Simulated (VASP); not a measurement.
# Sn2TeO3 (P4/mmm) in VASP: a series of runs

Runs on Sn2TeO3. Level: PBE. Tasks: single point.

Program: VASP 6.6.1. These are calculated values, not measurements. Logs are shortened: lines on timing, memory, paths and dates and some standing lists are left out, and cuts for length are marked.

### 1 The cell of the first run

It takes space group P4/mmm (No. 123, tetragonal). Conventional cell: a = 3.011 Å, b = 3.011 Å, c = 12.551 Å, α = 90.00°, β = 90.00°, γ = 90.00°. Within 3.1 Å of Sn (site symmetry 4mm) lie 8 O at 2.32 to 2.73 Å and 4 Sn at 3.01 Å. Within 4.0 Å of Te (site symmetry 4/mmm) lie 4 Te at 3.01 Å. O (site symmetry 4mm) has 4 Sn at 2.32 Å and 5 O at 2.63 to 3.01 Å within 3.1 Å. Within 3.5 Å of O (site symmetry 4/mmm) lie 6 O at 2.63 to 3.01 Å and 8 Sn at 2.73 Å.

### 2 Single point, PBE

Contents of INCAR:

```
ALGO = Normal
EDIFF = 1E-7
ENCUT = 520
GGA = PE
ISIF = 2
ISMEAR = 0
LASPH = True
LCHARG = True
LELF = True
LREAL = False
LVHAR = True
LWAVE = False
NBANDS = 35
NELM = 80
PREC = Accurate
SIGMA = 0.1
```

Contents of KPOINTS:

```
k-points
0
Gamma
  6 6 2
```

Contents of POSCAR:

```
Sn2TeO3
1.0
    3.0113959509      0.0000000000      0.0000000000
    0.0000000000      3.0113959509      0.0000000000
    0.0000000000      0.0000000000     12.5512777757
Sn Te O
2 1 3
Direct
    0.0000000000      0.0000000000      0.3641622790
    0.0000000000      0.0000000000      0.6358377210
    0.0000000000      0.0000000000      0.0000000000
    0.5000000000      0.5000000000      0.2905856034
    0.5000000000      0.5000000000      0.5000000000
    0.5000000000      0.5000000000      0.7094143966
```

Potentials or basis: VASP PAW PBE potentials, release 64 (Sn_d, Te, O).

On the command line:

```bash
cat potpaw_PBE.64/Sn_d/POTCAR potpaw_PBE.64/Te/POTCAR potpaw_PBE.64/O/POTCAR > POTCAR
mpirun -np 1 vasp_std > vasp.out
```

OUTCAR:

```text
EDIFF = 1E-7
   ENCUT = 520
   GGA = PE
   ISIF = 2
   ISMEAR = 0
   LASPH = True
   LREAL = False
   NELM = 80
   PREC = Accurate

 ion  position               nearest neighbor table
   1  0.000  0.000  0.364-   4 2.32   4 2.32   4 2.32   4 2.32   5 2.73   5 2.73   5 2.73   5 2.73
                             2 3.41
   2  0.000  0.000  0.636-   6 2.32   6 2.32   6 2.32   6 2.32   5 2.73   5 2.73   5 2.73   5 2.73
                             1 3.41
   3  0.000  0.000  0.000-
   4  0.500  0.500  0.291-   1 2.32   1 2.32   1 2.32   1 2.32
   5  0.500  0.500  0.500-   1 2.73   2 2.73   1 2.73   2 2.73   1 2.73   2 2.73   1 2.73   2 2.73

   6  0.500  0.500  0.709-   2 2.32   2 2.32   2 2.32   2 2.32

  LATTYP: Found a simple tetragonal cell.
 ALAT       =     3.0113959509
 C/A-ratio  =     4.1679267623

  Lattice vectors:

 A1 = (   3.0113959509,   0.0000000000,   0.0000000000)
 A2 = (   0.0000000000,   3.0113959509,   0.0000000000)
 A3 = (   0.0000000000,   0.0000000000,  12.5512777757)

Analysis of symmetry for initial positions (statically):
=====================================================================
 Subroutine PRICEL returns:
 Original cell was already a primitive cell.

 Routine SETGRP: Setting up the symmetry group for a
 simple tetragonal supercell.

 Subroutine GETGRP returns: Found 16 space group operations
 (whereof 16 operations were pure point group operations)
 out of a pool of 16 trial point group operations.

The static configuration has the point symmetry D_4h.

Analysis of symmetry for dynamics (positions and initial velocities):
=====================================================================
 Subroutine PRICEL returns:
 Original cell was already a primitive cell.

 Routine SETGRP: Setting up the symmetry group for a
 simple tetragonal supercell.

 Subroutine GETGRP returns: Found 16 space group operations
 (whereof 16 operations were pure point group operations)
 out of a pool of 16 trial point group operations.

The dynamic configuration has the point symmetry D_4h.

 Subroutine INISYM returns: Found 16 space group operations
 (whereof 16 operations are pure point group operations),
 and found     1 'primitive' translations

----------------------------------------------------------------------------------------

                                     Primitive cell

  volume of cell :     113.8213

  direct lattice vectors                    reciprocal lattice vectors
     3.011395951  0.000000000  0.000000000     0.332071908  0.000000000  0.000000000
     0.000000000  3.011395951  0.000000000     0.000000000  0.332071908  0.000000000
     0.000000000  0.000000000 12.551277776     0.000000000  0.000000000  0.079673163

  length of vectors
     3.011395951  3.011395951 12.551277776     0.332071908  0.332071908  0.079673163

  position of ions in fractional coordinates (direct lattice)
     0.000000000  0.000000000  0.364162279
     0.000000000  0.000000000  0.635837721
     0.000000000  0.000000000  0.000000000
     0.500000000  0.500000000  0.290585603
     0.500000000  0.500000000  0.500000000
     0.500000000  0.500000000  0.709414397

  ion indices of the primitive-cell ions
   primitive index   ion index
                 1           1
                 2           2
                 3           3
                 4           4
                 5           5
                 6           6

----------------------------------------------------------------------------------------

 KPOINTS: k-points

Automatic generation of k-mesh.
 Grid dimensions read from file:
 generate k-points for:    6    6    2

 Generating k-lattice:

  Cartesian coordinates                     Fractional coordinates (reciprocal lattice)
     0.055345318  0.000000000  0.000000000     0.166666667  0.000000000  0.000000000
     0.000000000  0.055345318  0.000000000     0.000000000  0.166666667  0.000000000
     0.000000000  0.000000000  0.039836581     0.000000000  0.000000000  0.500000000

  Length of vectors
     0.055345318  0.055345318  0.039836581

  Shift w.r.t. Gamma in fractional coordinates (k-lattice)
     0.000000000  0.000000000  0.000000000

 Subroutine IBZKPT returns following result:
 ===========================================

 Found     20 irreducible k-points:

 Following reciprocal coordinates:
            Coordinates               Weight
  0.000000  0.000000  0.000000      1.000000
  0.166667  0.000000  0.000000      4.000000
  0.333333  0.000000  0.000000      4.000000
  0.500000  0.000000  0.000000      2.000000
  0.166667  0.166667  0.000000      4.000000
  0.333333  0.166667  0.000000      8.000000
[... 12 lines left out ...]
  0.500000  0.333333  0.500000      4.000000
  0.500000  0.500000  0.500000      1.000000
   k-points           NKPTS =     20   k-points in BZ     NKDIM =     20   number of bands    NBANDS=     35
   number of dos      NEDOS =    301   number of ions     NIONS =      6
   total plane-waves  NPLWV =  55296
   dimension x,y,z NGX =    24 NGY =   24 NGZ =   96
   dimension x,y,z NGXF=    48 NGYF=   48 NGZF=  192
   ions per type =               2   1   3
   NGX,Y,Z   is equivalent  to a cutoff of  13.25, 13.25, 12.72 a.u.
   NGXF,Y,Z  is equivalent  to a cutoff of  26.50, 26.50, 25.43 a.u.
 SYSTEM =  unknown system
   PREC   = accura    normal or accurate (medium, high low for compatibility)
   ISTART =      0    job   : 0-new  1-cont  2-samecut
   ICHARG =      2    charge: 1-file 2-atom 10-const
   ISPIN  =      1    spin polarized calculation?
   LNONCOLLINEAR =      F non collinear calculations
   LSORBIT =      F    spin-orbit coupling
   LASPH  =      T    aspherical Exc in radial PAW
   ENCUT  =  520.0 eV  38.22 Ry    6.18 a.u.   5.60  5.60 23.34*2*pi/ulx,y,z
   NELM   =     80;   NELMIN=  2; NELMDL= -5     # of ELM steps
   EDIFF  = 0.1E-06   stopping-criterion for ELM
   LREAL  =      F    real-space projection
   EDIFFG = 0.1E-05   stopping-criterion for IOM
   NSW    =      0    number of steps for IOM
   IBRION =     -1    ionic relax: 0-MD 1-quasi-New 2-CG
   NFREE  =      0    steps in history (QN), initial steepest desc. (CG)
   ISIF   =      2    stress and relaxation
   ISYM   =      2    0-nonsym 1-usesym 2-fastsym
   POTIM  = 0.5000    time-step for ionic-motion
   TEBEG  =    0.0;   TEEND  =   0.0 temperature during run
   PSTRESS=    0.0 pullay stress
   NELECT =      52.0000    total number of electrons
   NUPDOWN=      -1.0000    fix difference up-down
   EMIN   =  10.00;   EMAX   =-10.00  energy-range for DOS
   EFERMI =   0.00;   METHOD = LEGACY
   ISMEAR =     0;   SIGMA  =   0.10  broadening in eV -4-tet -1-fermi 0-gaus
   EFERMI_NEDOS =   21; number of points for ismear=-14 and -15
   IALGO  =     38    algorithm
   IMIX   =      4    mixing-type and parameters
     AMIX     =   0.40;   BMIX     =  1.00
     AMIX_MAG =   1.60;   BMIX_MAG =  1.00
  volume/ion in A,a.u.               =      18.97       128.02
  Fermi-wavevector in a.u.,A,eV,Ry     =   1.260863  2.382686 21.630224  1.589777
  Thomas-Fermi vector in A             =   2.394352
   LORBIT       =      0    0 simple, 1 ext, 2 COOP (PROOUT), +10 PAW based schemes
   GGA     = PE    functional components
   LHFCALC =     F    Hartree Fock is set to
   AEXX    =    0.0000 exact exchange contribution
   IVDW    =     0    specifies the selected vdW correction
   LEPSILON=     F    determine dielectric tensor
   LRPA    =     F    only Hartree local field effects (RPA)
 non-spin polarized calculation
 Gauss-broadening in eV      SIGMA  =   0.10
  energy-cutoff  :      520.00
  volume of cell :      113.82
 maximum number of plane-waves:      3088
 NGX is ok and might be reduce to    24
   NGX = 11   NGY = 11   NGZ = 47

 number of electron      52.0000005 magnetization

 Free energy of the ion-electron system (eV)
  ---------------------------------------------------
  ext. energy  EPLUGINS =         0.00000000
  ---------------------------------------------------
  free energy    TOTEN  =       -28.25915139 eV

  energy without entropy =      -28.24429087  energy(sigma->0) =      -28.25172113

 E-fermi :   5.5643     XC(G=0):  -9.7810

 val. band max:        5.5388290443   @ k =   0.1667   0.1667   0.5000
 cond. band min:       5.6277085634   @ k =   0.1667   0.1667   0.5000
 fundamental gap:      0.0888795192
 Fermi energy:         5.5643445975

 k-point     1 :       0.0000    0.0000    0.0000
  band No.  band energies     occupation
      1     -16.2822      2.00000
      2     -16.2790      2.00000
      3     -16.2068      2.00000
      4     -16.1598      2.00000
      5     -15.8929      2.00000
      6     -15.8929      2.00000
[... 27 lines left out ...]
     34      14.9422      0.00000
     35      15.2287      0.00000

 k-point     2 :       0.1667    0.0000    0.0000
  band No.  band energies     occupation
      1     -16.2378      2.00000
      2     -16.2282      2.00000
      3     -16.1417      2.00000
      4     -16.1001      2.00000
      5     -15.9596      2.00000
      6     -15.9313      2.00000
[... 27 lines left out ...]
     34      14.2088      0.00000
     35      14.9107      0.00000

 k-point     3 :       0.3333    0.0000    0.0000
  band No.  band energies     occupation
      1     -16.1982      2.00000
      2     -16.1761      2.00000
      3     -16.1116      2.00000
      4     -16.0740      2.00000
      5     -15.9357      2.00000
      6     -15.9120      2.00000
[... 27 lines left out ...]
     34      12.6458      0.00000
     35      14.8872      0.00000

 k-point     4 :       0.5000    0.0000    0.0000
  band No.  band energies     occupation
      1     -16.1784      2.00000
      2     -16.1729      2.00000
      3     -16.1517      2.00000
      4     -16.1288      2.00000
      5     -15.9480      2.00000
      6     -15.9448      2.00000
[... 27 lines left out ...]
     34      13.5649      0.00000
     35      14.5523      0.00000

 k-point     5 :       0.1667    0.1667    0.0000
  band No.  band energies     occupation
      1     -16.1477      2.00000
      2     -16.1448      2.00000
      3     -16.1312      2.00000
      4     -16.0860      2.00000
      5     -15.9712      2.00000
      6     -15.9437      2.00000
[... 486 lines left out ...]
 k-point    18 :       0.3333    0.3333    0.5000
  band No.  band energies     occupation
      1     -16.2628      2.00000
      2     -16.2492      2.00000
      3     -16.0245      2.00000
      4     -15.9965      2.00000
      5     -15.9801      2.00000
      6     -15.9721      2.00000
[... 27 lines left out ...]
     34      11.6378      0.00000
     35      12.2189      0.00000

 k-point    19 :       0.5000    0.3333    0.5000
  band No.  band energies     occupation
      1     -16.3429      2.00000
      2     -16.3232      2.00000
      3     -16.0544      2.00000
      4     -16.0138      2.00000
      5     -15.9923      2.00000
      6     -15.9673      2.00000
[... 27 lines left out ...]
     34      10.8554      0.00000
     35      11.8611      0.00000

 k-point    20 :       0.5000    0.5000    0.5000
  band No.  band energies     occupation
      1     -16.4379      2.00000
      2     -16.4086      2.00000
      3     -16.0311      2.00000
      4     -16.0311      2.00000
      5     -16.0033      2.00000
      6     -16.0033      2.00000
[... 27 lines left out ...]
     34      10.4248      0.00000
     35      11.4187      0.00000

------------------------ aborting loop because EDIFF is reached ----------------------------------------

  FORCE on cell =-STRESS in cart. coord.  units (eV):
  Direction    XX          YY          ZZ          XY          YZ          ZX
  --------------------------------------------------------------------------------------
  -------------------------------------------------------------------------------------
  Total        0.1961847      0.1961847      0.1033268      0.0000000      0.0000000     -0.0000000
  in kB        2.7615450      2.7615450      1.4544532      0.0000000      0.0000000     -0.0000000
  external PRESSURE =       2.3258478 kB  Pullay stress =       0.0000000 kB

 VOLUME and BASIS-vectors are now :
 -----------------------------------------------------------------------------
  energy-cutoff  :      520.00
  volume of cell :      113.82
      direct lattice vectors                 reciprocal lattice vectors
     3.011395951  0.000000000  0.000000000     0.332071908  0.000000000  0.000000000
     0.000000000  3.011395951  0.000000000     0.000000000  0.332071908  0.000000000
     0.000000000  0.000000000 12.551277776     0.000000000  0.000000000  0.079673163

 POSITION                                       TOTAL-FORCE (eV/Angst)
 -----------------------------------------------------------------------------------
      0.00000      0.00000      4.57070        -0.000000     -0.000000      0.030424
      0.00000      0.00000      7.98058        -0.000000      0.000000     -0.030424
      0.00000      0.00000      0.00000        -0.000000      0.000000      0.000000
      1.50570      1.50570      3.64722         0.000000      0.000000     -0.022058
      1.50570      1.50570      6.27564        -0.000000      0.000000      0.000000
      1.50570      1.50570      8.90406        -0.000000     -0.000000      0.022058
 -----------------------------------------------------------------------------------
    total drift:                                0.000000     -0.000000      0.000000

  FREE ENERGIE OF THE ION-ELECTRON SYSTEM (eV)
  ---------------------------------------------------
  free  energy   TOTEN  =       -28.2591513928 eV

  energy  without entropy=      -28.2442908704  energy(sigma->0) =      -28.25172113
```

Run time: 65 s. Hardware: 1 thread of Intel Xeon Platinum 8488C (Sapphire Rapids), shared host; peak memory 0.25 GiB.

What came out:

```yaml
Free_energy: -28.2592 eV
Pressure: 0.2 GPa
Largest_force: 0.030 eV/Å
Band_gap_on_the_k_mesh: zero (band 26 reaches 5.74 eV, above the bottom of band 27 at 4.54 eV)
```

Forces on the atoms (eV/Å):
```
Sn   0.000  0.000  0.030
Sn   0.000  0.000 -0.030
Te   0.000  0.000  0.000
O    0.000  0.000 -0.022
O    0.000  0.000  0.000
O    0.000  0.000  0.022
```

Stress tensor (GPa, compression positive):
```
0.28 0.00 0.00
0.00 0.28 0.00
0.00 0.00 0.15
```

Caveat: spin-orbit coupling is left out, which moves the levels of the heavy elements.

### 3 Single point, PBE

This run uses another cell than the first one, of 23.68 Å³/atom, 1.248 times its volume.

Contents of INCAR:

```
PREC = Accurate
ENCUT = 520
EDIFF = 1E-7
ISMEAR = 0
SIGMA = 0.1
LREAL = False
LASPH = True
NELM = 100
ALGO = Normal
ISIF = 2
LWAVE = False
LCHARG = False
GGA = PE
NBANDS = 35
```

Contents of KPOINTS:

```
Automatic mesh
0
Gamma
  6 6 2
```

Contents of POSCAR:

```
Sn2TeO3
1.0
    3.5534982200      0.0000000000      0.0000000000
    0.0000000000      3.5534982200      0.0000000000
    0.0000000000      0.0000000000     11.2522007900
Sn Te O
2 1 3
Direct
    0.0000000000      0.0000000000      0.3334420000
    0.0000000000      0.0000000000      0.6665580000
    0.0000000000      0.0000000000      0.0000000000
    0.5000000000      0.5000000000      0.1787200000
    0.5000000000      0.5000000000      0.5000000000
    0.5000000000      0.5000000000      0.8212800000
```

Potentials or basis: VASP PAW PBE potentials, release 64 (Sn_d, Te, O).

On the command line:

```bash
cat potpaw_PBE.64/Sn_d/POTCAR potpaw_PBE.64/Te/POTCAR potpaw_PBE.64/O/POTCAR > POTCAR
mpirun -np 1 vasp_std > vasp.out
```

It took 2.4 min on 1 thread of Intel Xeon Platinum 8488C (Sapphire Rapids), shared host; peak memory 0.28 GiB.

The run converged. Its results:

```yaml
Free_energy: -23.2828 eV
Pressure: -16.0 GPa
Largest_force: 0.677 eV/Å
Band_gap_on_the_k_mesh: zero (band 26 reaches 3.48 eV, above the bottom of band 27 at 2.38 eV)
```

Forces in eV/Å, atoms in the order of the input:
```
Sn   0.000  0.000 -0.227
Sn   0.000  0.000  0.227
Te   0.000  0.000  0.000
O    0.000  0.000  0.677
O    0.000  0.000  0.000
O    0.000  0.000 -0.677
```

Stress tensor (GPa, compression positive):
```
-15.88   0.00   0.00
  0.00 -15.88   0.00
  0.00   0.00 -16.28
```

Levels at points of the mesh, in eV from the Fermi level:
| k point | band 23 | band 24 | band 25 | band 26 | band 27 | band 28 | band 29 | band 30 |
| --- | --- | --- | --- | --- | --- | --- | --- | --- |
| (0.00, 0.00, 0.00) | -0.81 | -0.56 | -0.56 | 0.39 | 0.93 | 1.55 | 1.55 | 3.99 |
| (0.50, 0.00, 0.00) | -0.63 | -0.60 | -0.34 | -0.22 | 0.72 | 1.04 | 1.77 | 1.80 |
| (0.50, 0.50, 0.00) | -1.27 | -1.26 | -0.63 | -0.63 | -0.58 | -0.40 | 1.23 | 1.23 |
| (0.00, 0.00, 0.50) | -0.76 | -0.52 | -0.52 | -0.32 | 1.55 | 1.55 | 2.01 | 3.04 |
| (0.50, 0.00, 0.50) | -0.63 | -0.60 | -0.34 | -0.24 | 0.59 | 0.74 | 1.77 | 2.04 |
| (0.50, 0.50, 0.50) | -1.44 | -1.01 | -1.01 | -0.98 | -0.70 | -0.65 | 1.42 | 1.42 |

Caveat: spin-orbit coupling is left out, which moves the levels of the heavy elements.
